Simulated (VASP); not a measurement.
# Ti (Fm-3m) in VASP: settings compared

The runs below take Ti through single point, relaxation of cell and atoms, with r2SCAN, LDA, PBE, PBEsol, RPBE.

Program: VASP 6.6.1. These are calculated values, not measurements. Logs are shortened: lines on timing, memory, paths and dates and some standing lists are left out, and cuts for length are marked.

**1. The cell of the first run**

The structure is cubic, space group Fm-3m (No. 225). Conventional cell: a = 4.109 Å, b = 4.109 Å, c = 4.109 Å, α = 90.00°, β = 90.00°, γ = 90.00°. Within 3.8 Å of Ti (site symmetry m-3m) lie 12 Ti at 2.91 Å.

This isn't the form of Ti at room conditions, which is hcp.

**2. Single point, r2SCAN**

Contents of POSCAR:

```
Ti
1.0
    0.0000000000      2.0546313464      2.0546313464
    2.0546313464      0.0000000000      2.0546313464
    2.0546313464      2.0546313464      0.0000000000
Ti
1
Direct
    0.0000000000      0.0000000000      0.0000000000
```

Contents of INCAR.step1:

```
  PREC = Accurate
  ENCUT = 520
  ISMEAR = -1
  SIGMA = 0.05
  LREAL = F
  LASPH = T
  NELM = 80
  NBANDS = 12
  GGA = PE
  ALGO = Normal
  EDIFF = 1E-4
  LWAVE = T
  LCHARG = F
```

Contents of INCAR.step2:

```
  PREC = Accurate
  ENCUT = 520
  EDIFF = 1E-7
  ISMEAR = -1
  SIGMA = 0.05
  LREAL = F
  LASPH = T
  NELM = 80
  ALGO = Normal
  ISIF = 2
  LWAVE = F
  LCHARG = T
  METAGGA = R2SCAN
  LMIXTAU = T
  LELF = T
  LVHAR = T
  NBANDS = 12
  ISTART = 1
```

Contents of KPOINTS:

```
regular mesh
0
Gamma
  11 11 11
```

Potentials or basis: VASP PAW PBE potentials, release 64 (Ti_sv).

Launch:

```bash
$ cat potpaw_PBE.64/Ti_sv/POTCAR > POTCAR
$ cp INCAR.step1 INCAR
$ mpirun -np 1 vasp_std > vasp.out
$ cp INCAR.step2 INCAR
$ mpirun -np 1 vasp_std > vasp.out
```

OUTCAR:

```text
PREC = Accurate
   ENCUT = 520
   EDIFF = 1E-7
   ISMEAR = -1
   LREAL = F
   LASPH = T
   NELM = 80
   ISIF = 2
   METAGGA = R2SCAN
   ISTART = 1

 ion  position               nearest neighbor table
   1  0.000  0.000  0.000-

  LATTYP: Found a face centered cubic cell.
 ALAT       =     4.1092626928

  Lattice vectors:

 A1 = (   0.0000000000,   2.0546313464,   2.0546313464)
 A2 = (   2.0546313464,   0.0000000000,   2.0546313464)
 A3 = (   2.0546313464,   2.0546313464,   0.0000000000)

Analysis of symmetry for initial positions (statically):
=====================================================================
 Subroutine PRICEL returns:
 Original cell was already a primitive cell.

 Routine SETGRP: Setting up the symmetry group for a
 face centered cubic supercell.

 Subroutine GETGRP returns: Found 48 space group operations
 (whereof 48 operations were pure point group operations)
 out of a pool of 48 trial point group operations.

The static configuration has the point symmetry O_h .

Analysis of symmetry for dynamics (positions and initial velocities):
=====================================================================
 Subroutine PRICEL returns:
 Original cell was already a primitive cell.

 Routine SETGRP: Setting up the symmetry group for a
 face centered cubic supercell.

 Subroutine GETGRP returns: Found 48 space group operations
 (whereof 48 operations were pure point group operations)
 out of a pool of 48 trial point group operations.

The dynamic configuration has the point symmetry O_h .

 Subroutine INISYM returns: Found 48 space group operations
 (whereof 48 operations are pure point group operations),
 and found     1 'primitive' translations

----------------------------------------------------------------------------------------

                                     Primitive cell

  volume of cell :      17.3473

  direct lattice vectors                    reciprocal lattice vectors
     0.000000000  2.054631346  2.054631346    -0.243352658  0.243352658  0.243352658
     2.054631346  0.000000000  2.054631346     0.243352658 -0.243352658  0.243352658
     2.054631346  2.054631346  0.000000000     0.243352658  0.243352658 -0.243352658

  length of vectors
     2.905687516  2.905687516  2.905687516     0.421499168  0.421499168  0.421499168

  position of ions in fractional coordinates (direct lattice)
     0.000000000  0.000000000  0.000000000

  ion indices of the primitive-cell ions
   primitive index   ion index
                 1           1

----------------------------------------------------------------------------------------

 KPOINTS: regular mesh

Automatic generation of k-mesh.
 Grid dimensions read from file:
 generate k-points for:   11   11   11

 Generating k-lattice:

  Cartesian coordinates                     Fractional coordinates (reciprocal lattice)
    -0.022122969  0.022122969  0.022122969     0.090909091  0.000000000  0.000000000
     0.022122969 -0.022122969  0.022122969     0.000000000  0.090909091  0.000000000
     0.022122969  0.022122969 -0.022122969     0.000000000  0.000000000  0.090909091

  Length of vectors
     0.038318106  0.038318106  0.038318106

  Shift w.r.t. Gamma in fractional coordinates (k-lattice)
     0.000000000  0.000000000  0.000000000

 Subroutine IBZKPT returns following result:
 ===========================================

 Found     56 irreducible k-points:

 Following reciprocal coordinates:
            Coordinates               Weight
  0.000000  0.000000  0.000000      1.000000
  0.090909  0.000000  0.000000      8.000000
  0.181818  0.000000  0.000000      8.000000
  0.272727  0.000000  0.000000      8.000000
  0.363636  0.000000  0.000000      8.000000
  0.454545  0.000000  0.000000      8.000000
[... 16 lines left out ...]
 -0.272727  0.181818  0.000000     24.000000
 -0.181818  0.181818  0.000000     12.000000
 [... further k-points ...]
   k-points           NKPTS =     56   k-points in BZ     NKDIM =     56   number of bands    NBANDS=     12
   number of dos      NEDOS =    301   number of ions     NIONS =      1
   total plane-waves  NPLWV =  13824
   dimension x,y,z NGX =    24 NGY =   24 NGZ =   24
   dimension x,y,z NGXF=    48 NGYF=   48 NGZF=   48
   ions per type =               1
   NGX,Y,Z   is equivalent  to a cutoff of  13.73, 13.73, 13.73 a.u.
   NGXF,Y,Z  is equivalent  to a cutoff of  27.46, 27.46, 27.46 a.u.
 SYSTEM =  unknown system
   PREC   = accura    normal or accurate (medium, high low for compatibility)
   ISTART =      1    job   : 0-new  1-cont  2-samecut
   ICHARG =      0    charge: 1-file 2-atom 10-const
   ISPIN  =      1    spin polarized calculation?
   LNONCOLLINEAR =      F non collinear calculations
   LSORBIT =      F    spin-orbit coupling
   LASPH  =      T    aspherical Exc in radial PAW
   ENCUT  =  520.0 eV  38.22 Ry    6.18 a.u.   5.40  5.40  5.40*2*pi/ulx,y,z
   NELM   =     80;   NELMIN=  2; NELMDL=  0     # of ELM steps
   EDIFF  = 0.1E-06   stopping-criterion for ELM
   LREAL  =      F    real-space projection
   EDIFFG = 0.1E-05   stopping-criterion for IOM
   NSW    =      0    number of steps for IOM
   IBRION =     -1    ionic relax: 0-MD 1-quasi-New 2-CG
   NFREE  =      0    steps in history (QN), initial steepest desc. (CG)
   ISIF   =      2    stress and relaxation
   ISYM   =      2    0-nonsym 1-usesym 2-fastsym
   POTIM  = 0.5000    time-step for ionic-motion
   TEBEG  =    0.0;   TEEND  =   0.0 temperature during run
   PSTRESS=    0.0 pullay stress
   NELECT =      12.0000    total number of electrons
   NUPDOWN=      -1.0000    fix difference up-down
   EMIN   =  10.00;   EMAX   =-10.00  energy-range for DOS
   EFERMI =   0.00;   METHOD = LEGACY
   ISMEAR =    -1;   SIGMA  =   0.05  broadening in eV -4-tet -1-fermi 0-gaus
   EFERMI_NEDOS =   21; number of points for ismear=-14 and -15
   IALGO  =     38    algorithm
   IMIX   =      4    mixing-type and parameters
     AMIX     =   0.40;   BMIX     =  1.00
     AMIX_MAG =   1.60;   BMIX_MAG =  1.00
  volume/ion in A,a.u.               =      17.35       117.07
  Fermi-wavevector in a.u.,A,eV,Ry     =   1.447854  2.736047 28.521624  2.096280
  Thomas-Fermi vector in A             =   2.565761
   LORBIT       =      0    0 simple, 1 ext, 2 COOP (PROOUT), +10 PAW based schemes
   METAGGA = R2SCAN    functional components
   LHFCALC =     F    Hartree Fock is set to
   AEXX    =    0.0000 exact exchange contribution
   IVDW    =     0    specifies the selected vdW correction
   LEPSILON=     F    determine dielectric tensor
   LRPA    =     F    only Hartree local field effects (RPA)
 non-spin polarized calculation
  energy-cutoff  :      520.00
  volume of cell :       17.35
 maximum number of plane-waves:       487
 NGX is ok and might be reduce to    24
   NGX = 11   NGY = 11   NGZ = 11

 number of electron      12.0000002 magnetization

 Free energy of the ion-electron system (eV)
  ---------------------------------------------------
  ext. energy  EPLUGINS =         0.00000000
  ---------------------------------------------------
  free energy    TOTEN  =       -12.88669520 eV

  energy without entropy =      -12.87372024  energy(sigma->0) =      -12.88020772

 E-fermi :   8.2335     XC(G=0): -12.4182

 val. band max:        8.2159980884   @ k =   0.2727   0.0909   0.0000
 cond. band min:       8.2363676132   @ k =   0.3636   0.0000   0.0000
 fundamental gap:      0.0203695248
 Fermi energy:         8.2335204512

 k-point     1 :       0.0000    0.0000    0.0000
  band No.  band energies     occupation
      1     -50.7972      2.00000
      2     -25.5992      2.00000
      3     -25.5991      2.00000
      4     -25.5991      2.00000
      5       1.7709      2.00000
      6       9.2479      0.00000
      7       9.2479      0.00000
      8       9.2479      0.00000
      9      11.0545      0.00000
     10      11.0545      0.00000
     11      24.0339      0.00000
     12      28.9288      0.00000

 k-point     2 :       0.0909    0.0000    0.0000
  band No.  band energies     occupation
      1     -50.7871      2.00000
      2     -25.6567      2.00000
      3     -25.6063      2.00000
      4     -25.6063      2.00000
      5       2.0471      2.00000
      6       9.0711      0.00000
      7       9.3440      0.00000
      8       9.3440      0.00000
      9      10.9926      0.00000
     10      10.9926      0.00000
     11      24.2246      0.00000
     12      27.0454      0.00000

 k-point     3 :       0.1818    0.0000    0.0000
  band No.  band energies     occupation
      1     -50.7599      2.00000
      2     -25.8093      2.00000
      3     -25.6253      2.00000
      4     -25.6253      2.00000
      5       2.8251      2.00000
      6       8.6562      0.00043
      7       9.5220      0.00000
      8       9.5220      0.00000
      9      10.9386      0.00000
     10      10.9386      0.00000
     11      23.5648      0.00000
     12      25.2122      0.00000

 k-point     4 :       0.2727    0.0000    0.0000
  band No.  band energies     occupation
      1     -50.7239      2.00000
      2     -26.0054      2.00000
      3     -25.6500      2.00000
      4     -25.6500      2.00000
      5       3.9288      2.00000
      6       8.2704      0.64750
      7       9.5119      0.00000
      8       9.5119      0.00000
      9      11.1862      0.00000
     10      11.1862      0.00000
     11      21.0658      0.00000
     12      24.6893      0.00000

 k-point     5 :       0.3636    0.0000    0.0000
  band No.  band energies     occupation
      1     -50.6906      2.00000
      2     -26.1822      2.00000
      3     -25.6727      2.00000
      4     -25.6726      2.00000
      5       4.9702      2.00000
      6       8.2364      0.97154
      7       9.3330      0.00000
      8       9.3330      0.00000
      9      11.6683      0.00000
     10      11.6683      0.00000
     11      18.6828      0.00000
     12      23.9129      0.00000
[... 228 lines left out ...]
      1     -50.6524      2.00000
      2     -26.2278      2.00000
      3     -25.8249      2.00000
      4     -25.7270      2.00000
      5       6.2840      2.00000
      6       7.6253      1.99999
      7       8.7594      0.00005
      8       9.8190      0.00000
      9      12.0163      0.00000
     10      13.4996      0.00000
     11      16.7114      0.00000
     12      22.5564      0.00000

 k-point    22 :      -0.3636    0.1818    0.0000
  band No.  band energies     occupation
      1     -50.6590      2.00000
      2     -26.1946      2.00000
      3     -25.8394      2.00000
      4     -25.7036      2.00000
      5       6.1531      2.00000
      6       7.8208      1.99948
      7       8.5963      0.00141
      8       9.8085      0.00000
      9      11.5181      0.00000
     10      13.3459      0.00000
     11      17.6243      0.00000
     12      22.1897      0.00000

 k-point    23 :      -0.2727    0.1818    0.0000
  band No.  band energies     occupation
      1     -50.6811      2.00000
      2     -26.1014      2.00000
      3     -25.8181      2.00000
      4     -25.6724      2.00000
      5       5.4266      2.00000
      6       7.9150      1.99658
      7       8.7241      0.00011
      8       9.9507      0.00000
      9      10.8334      0.00000
     10      12.6927      0.00000
     11      19.8847      0.00000
     12      22.1874      0.00000

 k-point    24 :      -0.1818    0.1818    0.0000
  band No.  band energies     occupation
      1     -50.7118      2.00000
      2     -25.9867      2.00000
      3     -25.7575      2.00000
      4     -25.6434      2.00000
      5       4.3432      2.00000
      6       8.0806      1.91032
      7       9.1792      0.00000
      8      10.1644      0.00000
      9      10.2457      0.00000
     10      11.9740      0.00000
     11      22.2679      0.00000
     12      22.6544      0.00000

 [... further k-points ...]

------------------------ aborting loop because EDIFF is reached ----------------------------------------

  FORCE on cell =-STRESS in cart. coord.  units (eV):
  Direction    XX          YY          ZZ          XY          YZ          ZX
  --------------------------------------------------------------------------------------
  -------------------------------------------------------------------------------------
  Total        0.0453769      0.0453769      0.0453769      0.0000000      0.0000000     -0.0000000
  in kB        4.1909571      4.1909571      4.1909571      0.0000000      0.0000000     -0.0000000
  external PRESSURE =       4.1909571 kB  Pullay stress =       0.0000000 kB

 VOLUME and BASIS-vectors are now :
 -----------------------------------------------------------------------------
  energy-cutoff  :      520.00
  volume of cell :       17.35
      direct lattice vectors                 reciprocal lattice vectors
     0.000000000  2.054631346  2.054631346    -0.243352658  0.243352658  0.243352658
     2.054631346  0.000000000  2.054631346     0.243352658 -0.243352658  0.243352658
     2.054631346  2.054631346  0.000000000     0.243352658  0.243352658 -0.243352658

 POSITION                                       TOTAL-FORCE (eV/Angst)
 -----------------------------------------------------------------------------------
      0.00000      0.00000      0.00000        -0.000000     -0.000000      0.000000
 -----------------------------------------------------------------------------------
    total drift:                                0.000000      0.000000     -0.000000

  FREE ENERGIE OF THE ION-ELECTRON SYSTEM (eV)
  ---------------------------------------------------
  free  energy   TOTEN  =       -12.8866952012 eV

  energy  without entropy=      -12.8737202372  energy(sigma->0) =      -12.88020772
```

Run time: 28 s. Hardware: 1 thread of Intel Xeon 6975P-C (Granite Rapids), shared host; peak memory 0.14 GiB.

What came out:

```yaml
Free_energy: -12.8867 eV
Pressure: 0.4 GPa
Band_gap_on_the_k_mesh: zero (bands 6 and 7 overlap by 1.26 eV)
```

Levels at points of the mesh, in eV from the Fermi level:
```
           k point  band 2  band 3  band 4  band 5  band 6  band 7  band 8  band 9  band 10  band 11
(0.00, 0.00, 0.00)  -33.83  -33.83  -33.83   -6.46    1.01    1.01    1.01    2.82     2.82    15.80
```

Caveat: the PAW data sets were made with another functional, which shifts forces and pressure a little.

**3. Relaxation of cell and atoms, LDA**

This run uses another cell than the first one, of 16.73 Å³/atom.

Contents of INCAR:

```
  PREC = Accurate
  ENCUT = 600
  EDIFF = 1E-7
  ISMEAR = -1
  SIGMA = 0.05
  LREAL = F
  LASPH = T
  NELM = 80
  ALGO = Normal
  ISIF = 3
  LWAVE = F
  LCHARG = F
  IBRION = 2
  NSW = 60
  EDIFFG = -0.01
```

Contents of KPOINTS:

```
Automatic mesh
0
Gamma
  11 11 11
```

Contents of POSCAR:

```
Ti
1.0
    0.0000000000      2.0300000000      2.0300000000
    2.0300000000      0.0000000000      2.0300000000
    2.0300000000      2.0300000000      0.0000000000
Ti
1
Direct
    0.0000000000      0.0000000000      0.0000000000
```

Potentials or basis: VASP PAW LDA potentials, release 64 (Ti_sv).

Launch:

```bash
$ cat potpaw_LDA.64/Ti_sv/POTCAR > POTCAR
$ mpirun -np 1 vasp_std > vasp.out
```

Wall time 13 s (1 thread of Intel Xeon 6975P-C (Granite Rapids), shared host); peak memory 0.14 GiB.

The run converged. Its results:

```
Free energy                           : -8.5111 eV
Relaxed volume                        : 15.97 Å³/atom
Relaxed cell                          : a = 2.827 Å, b = 2.827 Å, c = 2.827 Å, α = 60.00°, β = 60.00°, γ = 60.00°
Space group after relaxing (to 0.1 Å) : Fm-3m (No. 225)
Energy gained by relaxing             : 13.0 meV/atom
Ionic steps                           : 3
Pressure after relaxing               : 0.0 GPa
Band gap on the k mesh                : zero (bands 6 and 7 overlap by 1.20 eV)
```

Step by step:
| step | energy change (eV) | largest force (eV/Å) | pressure (GPa) | volume (Å³) |
| --- | --- | --- | --- | --- |
| 1 | 0.0000 | 0.0000 | -5.27 | 16.73 |
| 2 | -0.0058 | 0.0000 | 4.46 | 15.43 |
| 3 | -0.0130 | 0.0000 | 0.01 | 15.97 |

Final structure:
```
CELL_PARAMETERS angstrom
0.00000 1.99877 1.99877
1.99877 0.00000 1.99877
1.99877 1.99877 0.00000
ATOMIC_POSITIONS crystal
Ti 0.00000 0.00000 0.00000
```

Levels at points of the mesh, in eV from the Fermi level:
```
           k point  band 2  band 3  band 4  band 5  band 6  band 7  band 8  band 9  band 10
(0.00, 0.00, 0.00)  -31.99  -31.99  -31.99   -6.20    0.90    0.90    0.90    2.70     2.70
```

**4. Relaxation of cell and atoms, PBE**

This run uses another cell than the first one, of 16.73 Å³/atom.

Contents of INCAR:

```
  ALGO = Normal
  EDIFF = 1E-7
  EDIFFG = -0.01
  ENCUT = 600
  GGA = PE
  IBRION = 2
  ISIF = 3
  ISMEAR = -1
  LASPH = T
  LCHARG = F
  LREAL = F
  LWAVE = F
  NELM = 80
  NSW = 60
  PREC = Accurate
  SIGMA = 0.05
```

Contents of KPOINTS:

```
k-points
0
Gamma
  11 11 11
```

POSCAR is that of step 3.

Potentials or basis: VASP PAW PBE potentials, release 64 (Ti_sv).

Launch:

```bash
$ cat potpaw_PBE.64/Ti_sv/POTCAR > POTCAR
$ mpirun -np 1 vasp_std > vasp.out
```

It took 19 s on 1 thread of Intel Xeon 6975P-C (Granite Rapids), shared host; peak memory 0.15 GiB.

Results (log left out):

| Quantity | Value |
| --- | --- |
| Free energy | -7.7868 eV |
| Relaxed volume | 17.32 Å³/atom |
| Relaxed cell | a = 2.904 Å, b = 2.904 Å, c = 2.904 Å, α = 60.00°, β = 60.00°, γ = 60.00° |
| Space group after relaxing (to 0.1 Å) | Fm-3m (No. 225) |
| Energy gained by relaxing | 6.9 meV/atom |
| Ionic steps | 3 |
| Pressure after relaxing | 0.0 GPa |
| Band gap on the k mesh | zero (bands 6 and 7 overlap by 1.15 eV) |

Step by step:
```
step  energy change (eV)  largest force (eV/Å)  pressure (GPa)  volume (Å³)
   1              0.0000                0.0000            3.86        16.73
   2             -0.0038                0.0000           -2.36        17.72
   3             -0.0069                0.0000           -0.01        17.32
```

Final structure:
```
CELL_PARAMETERS angstrom
0.00000 2.05345 2.05345
2.05345 0.00000 2.05345
2.05345 2.05345 0.00000
ATOMIC_POSITIONS crystal
Ti 0.00000 0.00000 0.00000
```

Levels at points of the mesh, in eV from the Fermi level:
| k point | band 2 | band 3 | band 4 | band 5 | band 6 | band 7 | band 8 | band 9 | band 10 |
| --- | --- | --- | --- | --- | --- | --- | --- | --- | --- |
| (0.00, 0.00, 0.00) | -32.55 | -32.55 | -32.55 | -6.10 | 0.89 | 0.89 | 0.89 | 2.52 | 2.52 |

PBE usually gives volumes a little too large and moduli too small. Zero-point motion and thermal expansion aren't in these numbers.

**5. Relaxation of cell and atoms, PBEsol**

This run uses another cell than the first one, of 16.73 Å³/atom.

Contents of INCAR:

```
PREC = Accurate ; ENCUT = 600
EDIFF = 1E-6 ; ISMEAR = -1
SIGMA = 0.05 ; LREAL = F
LASPH = T ; NELM = 80
ALGO = Normal ; ISIF = 3
LWAVE = F ; LCHARG = F
GGA = PS ; IBRION = 2
NSW = 60 ; EDIFFG = -0.01
```

Contents of KPOINTS:

```
Automatic mesh
0
Gamma
  11 11 11
```

POSCAR is that of step 4.

Launch:

```bash
$ cat potpaw_PBE.64/Ti_sv/POTCAR > POTCAR
$ mpirun -np 1 vasp_std > vasp.out
```

It took 11 s on 1 thread of Intel Xeon 6975P-C (Granite Rapids), shared host; peak memory 0.15 GiB.

Results (log left out):

| Quantity | Value |
| --- | --- |
| Free energy | -8.2935 eV |
| Relaxed volume | 16.61 Å³/atom |
| Relaxed cell | a = 2.864 Å, b = 2.864 Å, c = 2.864 Å, α = 60.00°, β = 60.00°, γ = 60.00° |
| Space group after relaxing (to 0.1 Å) | Fm-3m (No. 225) |
| Energy gained by relaxing | 0.3 meV/atom |
| Ionic steps | 3 |
| Pressure after relaxing | 0.0 GPa |
| Band gap on the k mesh | zero (bands 6 and 7 overlap by 1.19 eV) |

The path:
```tsv
step	energy change (eV)	largest force (eV/Å)	pressure (GPa)	volume (Å³)
1	0.0000	0.0000	-0.81	16.73
2	-0.0002	0.0000	0.57	16.53
3	-0.0003	0.0000	0.01	16.61
```

Final structure:
```yaml
crystal:
  lattice:
    - [0.00000, 2.02495, 2.02495]
    - [2.02495, 0.00000, 2.02495]
    - [2.02495, 2.02495, 0.00000]
  atoms:
    - { symbol: Ti, position: [0.00000, 0.00000, 0.00000] }
```

Levels at points of the mesh, in eV from the Fermi level:
```tsv
k point	band 4	band 5	band 6	band 7	band 8	band 9
(0.00, 0.00, 0.00)	-32.29	-6.20	0.91	0.91	0.91	2.64
```

Caveat: the PAW data sets were made with another functional, which shifts forces and pressure a little.

(Continued in part 2 of 2.)
